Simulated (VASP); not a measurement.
# MoS2 in VASP: single point with PBEsol

Aim: the single point of MoS2 with PBEsol.

Program: VASP 6.6.1. These are calculated values, not measurements. Logs are shortened: lines on timing, memory, paths and dates and some standing lists are left out, and cuts for length are marked.

## (1) The cell of the first run

The cell holds a sheet with vacuum, 3 atoms: a = 3.160 Å, b = 3.160 Å, c = 30.060 Å, α = 90.00°, β = 90.00°, γ = 120.00°.

## (2) Single point, PBEsol

INCAR

```
ALGO = Normal ; DIPOL = 0.5 0.5 0.351
EDIFF = 1E-6 ; ENCUT = 520
GGA = PS ; IDIPOL = 3
ISIF = 2 ; ISMEAR = 0
LASPH = T ; LCHARG = F
LDIPOL = T ; LREAL = F
LWAVE = F ; NBANDS = 20
NELM = 100 ; PREC = Accurate
SIGMA = 0.02
```

KPOINTS

```
k-points
0
Gamma
  12 12 1
```

POSCAR

```
MoS2
1.0
    3.1600000000      0.0000000000      0.0000000000
   -1.5800000000      2.7366402760      0.0000000000
    0.0000000000      0.0000000000     30.0600000012
S Mo
2 1
Direct
    0.6666666667      0.3333333333      0.2998446820
    0.6666666667      0.3333333333      0.4030827963
    0.3333333333      0.6666666667      0.3514637392
```

Potentials or basis: VASP PAW PBE potentials, release 64 (S, Mo_sv).

Command:

```console
$ cat potpaw_PBE.64/S/POTCAR potpaw_PBE.64/Mo_sv/POTCAR > POTCAR
$ mpirun -np 1 vasp_std > vasp.out
```

OUTCAR:

```text
EDIFF = 1E-6
   ENCUT = 520
   GGA = PS
   ISIF = 2
   ISMEAR = 0
   LASPH = T
   LREAL = F
   NELM = 100
   PREC = Accurate

 ion  position               nearest neighbor table
   1  0.667  0.333  0.300-   3 2.40   3 2.40   3 2.40
   2  0.667  0.333  0.403-   3 2.40   3 2.40   3 2.40
   3  0.333  0.667  0.351-   2 2.40   2 2.40   2 2.40   1 2.40   1 2.40   1 2.40

  LATTYP: Found a hexagonal cell.
 ALAT       =     3.1600000000
 C/A-ratio  =     9.5126582282

  Lattice vectors:

 A1 = (   3.1600000000,   0.0000000000,   0.0000000000)
 A2 = (  -1.5800000000,   2.7366402760,   0.0000000000)
 A3 = (   0.0000000000,   0.0000000000,  30.0600000012)

Analysis of symmetry for initial positions (statically):
=====================================================================
 Subroutine PRICEL returns:
 Original cell was already a primitive cell.

 Routine SETGRP: Setting up the symmetry group for a
 hexagonal supercell.

 Subroutine GETGRP returns: Found 12 space group operations
 (whereof  6 operations were pure point group operations)
 out of a pool of 24 trial point group operations.

The static configuration has the point symmetry C_3v.
 The point group associated with its full space group is D_3h.

Analysis of symmetry for dynamics (positions and initial velocities):
=====================================================================
 Subroutine PRICEL returns:
 Original cell was already a primitive cell.

 Routine SETGRP: Setting up the symmetry group for a
 hexagonal supercell.

 Subroutine GETGRP returns: Found 12 space group operations
 (whereof  6 operations were pure point group operations)
 out of a pool of 24 trial point group operations.

The dynamic configuration has the point symmetry C_3v.
 The point group associated with its full space group is D_3h.

 Subroutine INISYM returns: Found 12 space group operations
 (whereof  6 operations are pure point group operations),
 and found     1 'primitive' translations

----------------------------------------------------------------------------------------

                                     Primitive cell

  volume of cell :     259.9524

  direct lattice vectors                    reciprocal lattice vectors
     3.160000000  0.000000000  0.000000000     0.316455696  0.182705781  0.000000000
    -1.580000000  2.736640276  0.000000000     0.000000000  0.365411563  0.000000000
     0.000000000  0.000000000 30.060000001     0.000000000  0.000000000  0.033266800

  length of vectors
     3.160000000  3.160000000 30.060000001     0.365411563  0.365411563  0.033266800

  position of ions in fractional coordinates (direct lattice)
     0.666666667  0.333333333  0.299844682
     0.666666667  0.333333333  0.403082796
     0.333333333  0.666666667  0.351463739

  ion indices of the primitive-cell ions
   primitive index   ion index
                 1           1
                 2           2
                 3           3

----------------------------------------------------------------------------------------

 KPOINTS: k-points

Automatic generation of k-mesh.
 Grid dimensions read from file:
 generate k-points for:   12   12    1

 Generating k-lattice:

  Cartesian coordinates                     Fractional coordinates (reciprocal lattice)
     0.026371308  0.015225482  0.000000000     0.083333333  0.000000000  0.000000000
     0.000000000  0.030450964  0.000000000     0.000000000  0.083333333  0.000000000
     0.000000000  0.000000000  0.033266800     0.000000000  0.000000000  1.000000000

  Length of vectors
     0.030450964  0.030450964  0.033266800

  Shift w.r.t. Gamma in fractional coordinates (k-lattice)
     0.000000000  0.000000000  0.000000000

 Subroutine IBZKPT returns following result:
 ===========================================

 Found     19 irreducible k-points:

 Following reciprocal coordinates:
            Coordinates               Weight
  0.000000  0.000000  0.000000      1.000000
  0.083333  0.000000  0.000000      6.000000
  0.166667  0.000000  0.000000      6.000000
  0.250000  0.000000  0.000000      6.000000
  0.333333  0.000000  0.000000      6.000000
  0.416667  0.000000  0.000000      6.000000
[... 11 lines left out ...]
  0.333333  0.250000  0.000000     12.000000
  0.333333  0.333333  0.000000      2.000000
   k-points           NKPTS =     19   k-points in BZ     NKDIM =     19   number of bands    NBANDS=     20
   number of dos      NEDOS =    301   number of ions     NIONS =      3
   total plane-waves  NPLWV = 129024
   dimension x,y,z NGX =    24 NGY =   24 NGZ =  224
   dimension x,y,z NGXF=    48 NGYF=   48 NGZF=  448
   ions per type =               2   1
   NGX,Y,Z   is equivalent  to a cutoff of  12.63, 12.63, 12.39 a.u.
   NGXF,Y,Z  is equivalent  to a cutoff of  25.25, 25.25, 24.78 a.u.
 SYSTEM =  unknown system
   PREC   = accura    normal or accurate (medium, high low for compatibility)
   ISTART =      0    job   : 0-new  1-cont  2-samecut
   ICHARG =      2    charge: 1-file 2-atom 10-const
   ISPIN  =      1    spin polarized calculation?
   LNONCOLLINEAR =      F non collinear calculations
   LSORBIT =      F    spin-orbit coupling
   LASPH  =      T    aspherical Exc in radial PAW
   ENCUT  =  520.0 eV  38.22 Ry    6.18 a.u.   5.88  5.88 55.89*2*pi/ulx,y,z
   NELM   =    100;   NELMIN=  2; NELMDL= -5     # of ELM steps
   EDIFF  = 0.1E-05   stopping-criterion for ELM
   LREAL  =      F    real-space projection
   EDIFFG = 0.1E-04   stopping-criterion for IOM
   NSW    =      0    number of steps for IOM
   IBRION =     -1    ionic relax: 0-MD 1-quasi-New 2-CG
   NFREE  =      0    steps in history (QN), initial steepest desc. (CG)
   ISIF   =      2    stress and relaxation
   ISYM   =      2    0-nonsym 1-usesym 2-fastsym
   POTIM  = 0.5000    time-step for ionic-motion
   TEBEG  =    0.0;   TEEND  =   0.0 temperature during run
   PSTRESS=    0.0 pullay stress
   NELECT =      26.0000    total number of electrons
   NUPDOWN=      -1.0000    fix difference up-down
   EMIN   =  10.00;   EMAX   =-10.00  energy-range for DOS
   EFERMI =   0.00;   METHOD = LEGACY
   ISMEAR =     0;   SIGMA  =   0.02  broadening in eV -4-tet -1-fermi 0-gaus
   EFERMI_NEDOS =   21; number of points for ismear=-14 and -15
   IALGO  =     38    algorithm
   IMIX   =      4    mixing-type and parameters
     AMIX     =   0.40;   BMIX     =  1.00
     AMIX_MAG =   1.60;   BMIX_MAG =  1.00
  volume/ion in A,a.u.               =      86.65       584.75
  Fermi-wavevector in a.u.,A,eV,Ry     =   0.759920  1.436041  7.857076  0.577479
  Thomas-Fermi vector in A             =   1.858822
   LORBIT       =      0    0 simple, 1 ext, 2 COOP (PROOUT), +10 PAW based schemes
   GGA     = PS    functional components
   LHFCALC =     F    Hartree Fock is set to
   AEXX    =    0.0000 exact exchange contribution
   IVDW    =     0    specifies the selected vdW correction
   LEPSILON=     F    determine dielectric tensor
   LRPA    =     F    only Hartree local field effects (RPA)
 non-spin polarized calculation
 Gauss-broadening in eV      SIGMA  =   0.02
  energy-cutoff  :      520.00
  volume of cell :      259.95
 maximum number of plane-waves:      7038
 NGX is ok and might be reduce to    24
   NGX = 11   NGY = 11   NGZ =111

 dipolmoment           0.000000      0.000000     -0.000003 electrons x Angstroem

 number of electron      26.0000000 magnetization

 dipolmoment           0.000000      0.000000      0.000002 electrons x Angstroem

 Free energy of the ion-electron system (eV)
  ---------------------------------------------------
  ext. energy  EPLUGINS =         0.00000000
  ---------------------------------------------------
  free energy    TOTEN  =       -23.42172005 eV

  energy without entropy =      -23.42172005  energy(sigma->0) =      -23.42172005

 E-fermi :  -3.2585     XC(G=0):  -2.5826

 val. band max:       -3.3493426939   @ k =   0.0000   0.0000   0.0000
 cond. band min:      -1.6169809795   @ k =   0.3333   0.3333   0.0000
 fundamental gap:      1.7323617145
 Fermi energy:        -3.2584822584

 k-point     1 :       0.0000    0.0000    0.0000
  band No.  band energies     occupation
      1     -64.0600      2.00000
      2     -38.2584      2.00000
      3     -38.0196      2.00000
      4     -38.0196      2.00000
      5     -17.5117      2.00000
      6     -16.1406      2.00000
[... 12 lines left out ...]
     19       2.3260      0.00000
     20       2.6677      0.00000

 k-point     2 :       0.0833    0.0000    0.0000
  band No.  band energies     occupation
      1     -64.0572      2.00000
      2     -38.2529      2.00000
      3     -38.0477      2.00000
      4     -38.0259      2.00000
      5     -17.4045      2.00000
      6     -16.0976      2.00000
[... 12 lines left out ...]
     19       2.4638      0.00000
     20       2.8221      0.00000

 k-point     3 :       0.1667    0.0000    0.0000
  band No.  band energies     occupation
      1     -64.0495      2.00000
      2     -38.2378      2.00000
      3     -38.1239      2.00000
      4     -38.0433      2.00000
      5     -17.0996      2.00000
      6     -15.9756      2.00000
[... 12 lines left out ...]
     19       2.8669      0.00000
     20       3.2430      0.00000

 k-point     4 :       0.2500    0.0000    0.0000
  band No.  band energies     occupation
      1     -64.0390      2.00000
      2     -38.2265      2.00000
      3     -38.2170      2.00000
      4     -38.0669      2.00000
      5     -16.6479      2.00000
      6     -15.7962      2.00000
[... 12 lines left out ...]
     19       3.4991      0.00000
     20       3.9249      0.00000

 k-point     5 :       0.3333    0.0000    0.0000
  band No.  band energies     occupation
      1     -64.0285      2.00000
      2     -38.3276      2.00000
      3     -38.1962      2.00000
      4     -38.0903      2.00000
      5     -16.1397      2.00000
      6     -15.5988      2.00000
[... 12 lines left out ...]
     19       4.1932      0.00000
     20       4.6136      0.00000

 k-point     6 :       0.4167    0.0000    0.0000
  band No.  band energies     occupation
      1     -64.0208      2.00000
      2     -38.4005      2.00000
      3     -38.1809      2.00000
      4     -38.1074      2.00000
      5     -15.7151      2.00000
      6     -15.4399      2.00000
[... 12 lines left out ...]
     19       4.4588      0.00000
     20       4.6977      0.00000

 k-point     7 :       0.5000    0.0000    0.0000
  band No.  band energies     occupation
      1     -64.0180      2.00000
      2     -38.4270      2.00000
      3     -38.1753      2.00000
      4     -38.1137      2.00000
      5     -15.5442      2.00000
      6     -15.3780      2.00000
[... 12 lines left out ...]
     19       4.5569      0.00000
     20       4.9909      0.00000
[... 162 lines left out ...]
 k-point    15 :       0.3333    0.1667    0.0000
  band No.  band energies     occupation
      1     -64.0180      2.00000
      2     -38.3763      2.00000
      3     -38.1754      2.00000
      4     -38.1667      2.00000
      5     -15.5663      2.00000
      6     -15.3590      2.00000
[... 12 lines left out ...]
     19       5.3736      0.00000
     20       5.3737      0.00000

 k-point    16 :       0.4167    0.1667    0.0000
  band No.  band energies     occupation
      1     -64.0155      2.00000
      2     -38.3939      2.00000
      3     -38.1777      2.00000
      4     -38.1705      2.00000
      5     -15.4168      2.00000
      6     -15.2994      2.00000
[... 12 lines left out ...]
     19       5.8719      0.00000
     20       5.9017      0.00000

 k-point    17 :       0.2500    0.2500    0.0000
  band No.  band energies     occupation
      1     -64.0180      2.00000
      2     -38.3523      2.00000
      3     -38.1914      2.00000
      4     -38.1754      2.00000
      5     -15.5736      2.00000
      6     -15.3525      2.00000
[... 12 lines left out ...]
     19       5.0915      0.00000
     20       5.4035      0.00000

 k-point    18 :       0.3333    0.2500    0.0000
  band No.  band energies     occupation
      1     -64.0141      2.00000
      2     -38.3574      2.00000
      3     -38.2320      2.00000
      4     -38.1677      2.00000
      5     -15.3433      2.00000
      6     -15.2512      2.00000
[... 12 lines left out ...]
     19       4.9277      0.00000
     20       6.0237      0.00000

 k-point    19 :       0.3333    0.3333    0.0000
  band No.  band energies     occupation
      1     -64.0127      2.00000
      2     -38.3272      2.00000
      3     -38.2793      2.00000
      4     -38.1650      2.00000
      5     -15.2602      2.00000
      6     -15.2082      2.00000
[... 12 lines left out ...]
     19       4.3058      0.00000
     20       6.3189      0.00000

------------------------ aborting loop because EDIFF is reached ----------------------------------------

 vacuum level on the upper side and lower side of the slab       (xc-potential included)        -0.008        -0.008

  FORCE on cell =-STRESS in cart. coord.  units (eV):
  Direction    XX          YY          ZZ          XY          YZ          ZX
  --------------------------------------------------------------------------------------
  -------------------------------------------------------------------------------------
  Total       -0.5709065     -0.5709065     -0.0164695      0.0000000      0.0000000      0.0000000
  in kB       -3.5186966     -3.5186966     -0.1015073      0.0000000      0.0000000      0.0000000
  external PRESSURE =      -2.3796335 kB  Pullay stress =       0.0000000 kB

 VOLUME and BASIS-vectors are now :
 -----------------------------------------------------------------------------
  energy-cutoff  :      520.00
  volume of cell :      259.95
      direct lattice vectors                 reciprocal lattice vectors
     3.160000000  0.000000000  0.000000000     0.316455696  0.182705781  0.000000000
    -1.580000000  2.736640276  0.000000000     0.000000000  0.365411563  0.000000000
     0.000000000  0.000000000 30.060000001     0.000000000  0.000000000  0.033266800

 POSITION                                       TOTAL-FORCE (eV/Angst)
 -----------------------------------------------------------------------------------
      1.58000      0.91221      9.01333         0.000000     -0.000000     -0.002137
      1.58000      0.91221     12.11667         0.000000     -0.000000      0.002137
     -0.00000      1.82443     10.56500        -0.000000      0.000000      0.000000
 -----------------------------------------------------------------------------------
    total drift:                                0.000000     -0.000000      0.000071

  FREE ENERGIE OF THE ION-ELECTRON SYSTEM (eV)
  ---------------------------------------------------
  free  energy   TOTEN  =       -23.4217200463 eV

  energy  without entropy=      -23.4217200463  energy(sigma->0) =      -23.42172005

 vacuum level on the upper side and lower side of the slab         2.610         2.610
```

Run time: 4.5 min. Hardware: 1 thread of AMD EPYC 7R13, shared host; peak memory 0.35 GiB.

What came out:

```yaml
Free_energy: -23.4217 eV
Band_gap_on_the_k_mesh: 1.73 eV (least direct gap 1.74 eV)
```

Forces on the atoms (eV/Å):
```
S    0.000  0.000 -0.002
S    0.000  0.000  0.002
Mo   0.000  0.000  0.000
```

Levels at points of the mesh, in eV from the valence-band top:
```tsv
k point	band 9	band 10	band 11	band 12	band 13	band 14	band 15	band 16	band 17	band 18
(0.00, 0.00, 0.00)	-2.65	-1.78	-1.50	-1.50	0.00	2.86	2.86	3.15	3.15	5.53
(0.50, 0.00, 0.00)	-4.14	-3.21	-1.87	-0.93	-0.64	2.34	2.87	3.96	4.47	6.19
```

Caveat: the PAW data sets were made with another functional, which shifts forces and pressure a little.
